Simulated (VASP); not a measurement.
# CdF2 (Fm-3m) in VASP: a series of runs

Runs on CdF2. Level: PBE. Tasks: single point, relaxation of cell and atoms.

Program: VASP 6.6.1. These are calculated values, not measurements. Logs are shortened: lines on timing, memory, paths and dates and some standing lists are left out, and cuts for length are marked.

### 1 The cell of the first run

Symmetry: Fm-3m, No. 225, cubic system. Conventional cell: a = 5.444 Å, b = 5.444 Å, c = 5.444 Å, α = 90.00°, β = 90.00°, γ = 90.00°. Cd (site symmetry m-3m) has 8 F at 2.36 Å within 3.1 Å. F (site symmetry -43m) has 4 Cd at 2.36 Å and 6 F at 2.72 Å within 3.1 Å.

### 2 Single point, PBE

Contents of INCAR:

```
SYSTEM = CdF2
  ALGO = Normal
  EDIFF = 1E-6
  ENCUT = 520
  GGA = PE
  ISIF = 2
  ISMEAR = -1
  LASPH = .True.
  LCHARG = .True.
  LELF = .True.
  LREAL = .False.
  LVHAR = .True.
  LWAVE = .False.
  NBANDS = 20
  NELM = 80
  PREC = Accurate
  SIGMA = 0.01
```

Contents of KPOINTS:

```
k-points
0
Gamma
  6 6 6
  0 0 0
```

Contents of POSCAR:

```
CdF2
1.0
    0.0000000000      2.7219957861      2.7219957861
    2.7219957861      0.0000000000      2.7219957861
    2.7219957861      2.7219957861      0.0000000000
Cd F
1 2
Direct
    0.0000000000      0.0000000000      0.0000000000
    0.2500000000      0.2500000000      0.2500000000
    0.7500000000      0.7500000000      0.7500000000
```

Potentials or basis: VASP PAW PBE potentials, release 64 (Cd, F).

Launch:

```sh
> cat potpaw_PBE.64/Cd/POTCAR potpaw_PBE.64/F/POTCAR > POTCAR
> mpirun -np 1 vasp_std > vasp.out
```

OUTCAR:

```text
SYSTEM = CdF2
   EDIFF = 1E-6
   ENCUT = 520
   GGA = PE
   ISIF = 2
   ISMEAR = -1
   LASPH = .True.
   LREAL = .False.
   NELM = 80
   PREC = Accurate

 ion  position               nearest neighbor table
   1  0.000  0.000  0.000-   2 2.36   3 2.36   3 2.36   3 2.36   3 2.36   2 2.36   2 2.36   2 2.36

   2  0.250  0.250  0.250-   1 2.36   1 2.36   1 2.36   1 2.36
   3  0.750  0.750  0.750-   1 2.36   1 2.36   1 2.36   1 2.36

  LATTYP: Found a face centered cubic cell.
 ALAT       =     5.4439915722

  Lattice vectors:

 A1 = (   0.0000000000,   2.7219957861,   2.7219957861)
 A2 = (   2.7219957861,   0.0000000000,   2.7219957861)
 A3 = (   2.7219957861,   2.7219957861,   0.0000000000)

Analysis of symmetry for initial positions (statically):
=====================================================================
 Subroutine PRICEL returns:
 Original cell was already a primitive cell.

 Routine SETGRP: Setting up the symmetry group for a
 face centered cubic supercell.

 Subroutine GETGRP returns: Found 48 space group operations
 (whereof 48 operations were pure point group operations)
 out of a pool of 48 trial point group operations.

The static configuration has the point symmetry O_h .

Analysis of symmetry for dynamics (positions and initial velocities):
=====================================================================
 Subroutine PRICEL returns:
 Original cell was already a primitive cell.

 Routine SETGRP: Setting up the symmetry group for a
 face centered cubic supercell.

 Subroutine GETGRP returns: Found 48 space group operations
 (whereof 48 operations were pure point group operations)
 out of a pool of 48 trial point group operations.

The dynamic configuration has the point symmetry O_h .

 Subroutine INISYM returns: Found 48 space group operations
 (whereof 48 operations are pure point group operations),
 and found     1 'primitive' translations

----------------------------------------------------------------------------------------

                                     Primitive cell

  volume of cell :      40.3360

  direct lattice vectors                    reciprocal lattice vectors
     0.000000000  2.721995786  2.721995786    -0.183688749  0.183688749  0.183688749
     2.721995786  0.000000000  2.721995786     0.183688749 -0.183688749  0.183688749
     2.721995786  2.721995786  0.000000000     0.183688749  0.183688749 -0.183688749

  length of vectors
[... 72 lines left out ...]
   LASPH  =      T    aspherical Exc in radial PAW
   ENCUT  =  520.0 eV  38.22 Ry    6.18 a.u.   7.16  7.16  7.16*2*pi/ulx,y,z
   NELM   =     80;   NELMIN=  2; NELMDL= -5     # of ELM steps
   EDIFF  = 0.1E-05   stopping-criterion for ELM
   LREAL  =      F    real-space projection
   EDIFFG = 0.1E-04   stopping-criterion for IOM
   NSW    =      0    number of steps for IOM
   IBRION =     -1    ionic relax: 0-MD 1-quasi-New 2-CG
   NFREE  =      0    steps in history (QN), initial steepest desc. (CG)
   ISIF   =      2    stress and relaxation
   ISYM   =      2    0-nonsym 1-usesym 2-fastsym
   POTIM  = 0.5000    time-step for ionic-motion
   TEBEG  =    0.0;   TEEND  =   0.0 temperature during run
   PSTRESS=    0.0 pullay stress
   NELECT =      26.0000    total number of electrons
   NUPDOWN=      -1.0000    fix difference up-down
   EMIN   =  10.00;   EMAX   =-10.00  energy-range for DOS
   EFERMI =   0.00;   METHOD = LEGACY
   ISMEAR =    -1;   SIGMA  =   0.01  broadening in eV -4-tet -1-fermi 0-gaus
   EFERMI_NEDOS =   21; number of points for ismear=-14 and -15
   IALGO  =     38    algorithm
   IMIX   =      4    mixing-type and parameters
     AMIX     =   0.40;   BMIX     =  1.00
     AMIX_MAG =   1.60;   BMIX_MAG =  1.00
  volume/ion in A,a.u.               =      13.45        90.73
  Fermi-wavevector in a.u.,A,eV,Ry     =   1.414171  2.672395 27.210002  1.999879
  Thomas-Fermi vector in A             =   2.535741
   LORBIT       =      0    0 simple, 1 ext, 2 COOP (PROOUT), +10 PAW based schemes
   GGA     = PE    functional components
   LHFCALC =     F    Hartree Fock is set to
   AEXX    =    0.0000 exact exchange contribution
   IVDW    =     0    specifies the selected vdW correction
   LEPSILON=     F    determine dielectric tensor
   LRPA    =     F    only Hartree local field effects (RPA)
 non-spin polarized calculation
  energy-cutoff  :      520.00
  volume of cell :       40.34
 maximum number of plane-waves:      1106
 NGX is ok and might be reduce to    30
   NGX = 15   NGY = 15   NGZ = 15

 number of electron      25.9999986 magnetization

 Free energy of the ion-electron system (eV)
  ---------------------------------------------------
  ext. energy  EPLUGINS =         0.00000000
  ---------------------------------------------------
  free energy    TOTEN  =       -10.89533769 eV

  energy without entropy =      -10.89533769  energy(sigma->0) =      -10.89533769

 E-fermi :  -1.2080     XC(G=0): -10.2444

 val. band max:       -1.5583547235   @ k =  -0.3333   0.5000   0.1667
 cond. band min:       1.4184500591   @ k =   0.0000   0.0000   0.0000
 fundamental gap:      2.9768047826
 Fermi energy:        -1.2079946248

 k-point     1 :       0.0000    0.0000    0.0000
  band No.  band energies     occupation
      1     -22.1769      2.00000
      2     -21.1564      2.00000
      3      -7.0681      2.00000
      4      -7.0681      2.00000
      5      -7.0681      2.00000
      6      -5.9918      2.00000
[... 357 lines left out ...]
     19      18.4697      0.00000
     20      18.8753      0.00000

------------------------ aborting loop because EDIFF is reached ----------------------------------------

  FORCE on cell =-STRESS in cart. coord.  units (eV):
  Direction    XX          YY          ZZ          XY          YZ          ZX
  --------------------------------------------------------------------------------------
  -------------------------------------------------------------------------------------
  Total        0.6641313      0.6641313      0.6641313      0.0000000     -0.0000000      0.0000000
  in kB       26.3798416     26.3798416     26.3798416      0.0000000     -0.0000000      0.0000000
  external PRESSURE =      26.3798416 kB  Pullay stress =       0.0000000 kB

 VOLUME and BASIS-vectors are now :
 -----------------------------------------------------------------------------
  energy-cutoff  :      520.00
  volume of cell :       40.34
      direct lattice vectors                 reciprocal lattice vectors
     0.000000000  2.721995786  2.721995786    -0.183688749  0.183688749  0.183688749
     2.721995786  0.000000000  2.721995786     0.183688749 -0.183688749  0.183688749
     2.721995786  2.721995786  0.000000000     0.183688749  0.183688749 -0.183688749

 POSITION                                       TOTAL-FORCE (eV/Angst)
 -----------------------------------------------------------------------------------
      0.00000      0.00000      0.00000         0.000000      0.000000     -0.000000
      1.36100      1.36100      1.36100         0.000000      0.000000     -0.000000
      4.08299      4.08299      4.08299        -0.000000     -0.000000      0.000000
 -----------------------------------------------------------------------------------
    total drift:                                0.000000     -0.000000      0.000000

  FREE ENERGIE OF THE ION-ELECTRON SYSTEM (eV)
  ---------------------------------------------------
  free  energy   TOTEN  =       -10.8953376925 eV

  energy  without entropy=      -10.8953376925  energy(sigma->0) =      -10.89533769
```

OSZICAR:

```text
N       E                     dE             d eps       ncg     rms          rms(c)
DAV:   1     0.192106066882E+03    0.19211E+03   -0.15544E+04   680   0.131E+03
DAV:   2    -0.430244529064E+01   -0.19641E+03   -0.18903E+03   704   0.341E+02
DAV:   3    -0.126100582103E+02   -0.83076E+01   -0.82900E+01   752   0.758E+01
DAV:   4    -0.126460417130E+02   -0.35984E-01   -0.35982E-01   664   0.516E+00
DAV:   5    -0.126461738697E+02   -0.13216E-03   -0.13216E-03   748   0.280E-01    0.986E+00
DAV:   6    -0.108667207305E+02    0.17795E+01   -0.40975E+00   800   0.379E+01    0.708E+00
DAV:   7    -0.109128664956E+02   -0.46146E-01   -0.91546E-01   668   0.847E+00    0.405E+00
DAV:   8    -0.109042865092E+02    0.85800E-02   -0.15108E-01   652   0.354E+00    0.731E-01
DAV:   9    -0.108946451778E+02    0.96413E-02   -0.37004E-02   760   0.226E+00    0.922E-02
DAV:  10    -0.108952090351E+02   -0.56386E-03   -0.29959E-03   648   0.613E-01    0.124E-01
DAV:  11    -0.108953136173E+02   -0.10458E-03   -0.16780E-04   688   0.131E-01    0.418E-02
DAV:  12    -0.108953361710E+02   -0.22554E-04   -0.52661E-05   660   0.613E-02    0.186E-02
DAV:  13    -0.108953380035E+02   -0.18325E-05   -0.80009E-06   684   0.229E-02    0.394E-03
DAV:  14    -0.108953376925E+02    0.31093E-06   -0.77226E-07   552   0.109E-02
   1 F= -.10895338E+02 E0= -.10895338E+02  d E =-.266047E-16
```

stdout:

```text
POSCAR found type information on POSCAR CdF
 POSCAR found :  2 types and       3 ions
 scaLAPACK will be used
 LDA part: xc-table for (Slater+PW92), standard interpolation
 POSCAR, INCAR and KPOINTS ok, starting setup
 FFT: planning ... GRIDC
 FFT: planning ... GRID_SOFT
 FFT: planning ... GRID
 WAVECAR not read
 entering main loop
```

It took 8.8 s on 1 thread of Intel Xeon 6975P-C (Granite Rapids), shared host; peak memory 0.16 GiB.

What came out:

```yaml
Free_energy: -10.8953 eV
Pressure: 2.6 GPa
Band_gap_on_the_k_mesh: 2.98 eV, indirect (least direct gap 3.49 eV)
```

Levels at points of the mesh, in eV from the valence-band top:
| k point | band 11 | band 12 | band 13 | band 14 | band 15 | band 16 |
| --- | --- | --- | --- | --- | --- | --- |
| (0.00, 0.00, 0.00) | -0.52 | -0.52 | -0.52 | 2.98 | 12.57 | 12.57 |
| (0.50, 0.00, 0.00) | -1.71 | -0.40 | -0.40 | 6.96 | 9.07 | 14.25 |
| (0.50, 0.50, 0.00) | -0.42 | -0.07 | -0.07 | 7.77 | 9.50 | 11.88 |

A k mesh can miss the band edges.

### 3 Relaxation of cell and atoms, PBE

This run uses another cell than the first one, of 13.03 Å³/atom, 0.969 times its volume.

Contents of INCAR:

```
SYSTEM = CdF2
PREC = Accurate
ENCUT = 600
EDIFF = 1E-6
ISMEAR = -1
SIGMA = 0.01
LREAL = .False.
LASPH = .True.
NELM = 60
ALGO = Normal
ISIF = 3
LWAVE = .False.
LCHARG = .False.
GGA = PE
IBRION = 2
NSW = 80
EDIFFG = -0.03
```

Contents of KPOINTS:

```
regular mesh
0
Gamma
  6 6 6
  0 0 0
```

Contents of POSCAR:

```
CdF2
1.0
    0.0000000000      2.6940000000      2.6940000000
    2.6940000000      0.0000000000      2.6940000000
    2.6940000000      2.6940000000      0.0000000000
Cd F
1 2
Direct
    0.0000000000      0.0000000000      0.0000000000
    0.2500000000      0.2500000000      0.2500000000
    0.7500000000      0.7500000000      0.7500000000
```

Potentials or basis: VASP PAW PBE potentials, release 64 (Cd, F).

Launch:

```sh
> cat potpaw_PBE.64/Cd/POTCAR potpaw_PBE.64/F/POTCAR > POTCAR
> mpirun -np 1 vasp_std > vasp.out
```

Wall time 17 s (1 thread of Intel Xeon 6975P-C (Granite Rapids), shared host); peak memory 0.17 GiB.

Results (log left out):

- Free energy: -10.9030 eV
- Relaxed volume: 13.79 Å³/atom
- Relaxed cell: a = 3.882 Å, b = 3.882 Å, c = 3.882 Å, α = 60.00°, β = 60.00°, γ = 60.00°
- Space group after relaxing (to 0.05 Å): Fm-3m (No. 225)
- Energy gained by relaxing: 13.4 meV/atom
- Ionic steps: 3
- Pressure after relaxing: 0.0 GPa
- Band gap on the k mesh: 2.89 eV, indirect (least direct gap 3.43 eV)

The path:
| step | energy change (eV) | largest force (eV/Å) | pressure (GPa) | volume (Å³) |
| --- | --- | --- | --- | --- |
| 1 | 0.0000 | 0.0000 | 6.03 | 39.10 |
| 2 | -0.0378 | 0.0000 | -1.27 | 41.95 |
| 3 | -0.0401 | 0.0000 | 0.02 | 41.36 |

Final structure:
```yaml
crystal:
  lattice:
    - [0.00000, 2.74473, 2.74473]
    - [2.74473, 0.00000, 2.74473]
    - [2.74473, 2.74473, 0.00000]
  atoms:
    - { symbol: Cd, position: [0.00000, 0.00000, 0.00000] }
    - { symbol: F, position: [0.25000, 0.25000, 0.25000] }
    - { symbol: F, position: [0.75000, 0.75000, 0.75000] }
```

Levels at points of the mesh, in eV from the valence-band top:
| k point | band 10 | band 11 | band 12 | band 13 | band 14 | band 15 | band 16 | band 17 |
| --- | --- | --- | --- | --- | --- | --- | --- | --- |
| (0.00, 0.00, 0.00) | -0.82 | -0.54 | -0.54 | -0.54 | 2.89 | 12.45 | 12.45 | 12.45 |
| (0.50, 0.00, 0.00) | -1.62 | -1.62 | -0.41 | -0.41 | 6.77 | 8.99 | 14.03 | 14.03 |
| (0.50, 0.50, 0.00) | -2.66 | -0.38 | -0.06 | -0.06 | 7.56 | 9.37 | 11.82 | 13.80 |

A k mesh can miss the band edges. PBE usually gives volumes a little too large and moduli too small.
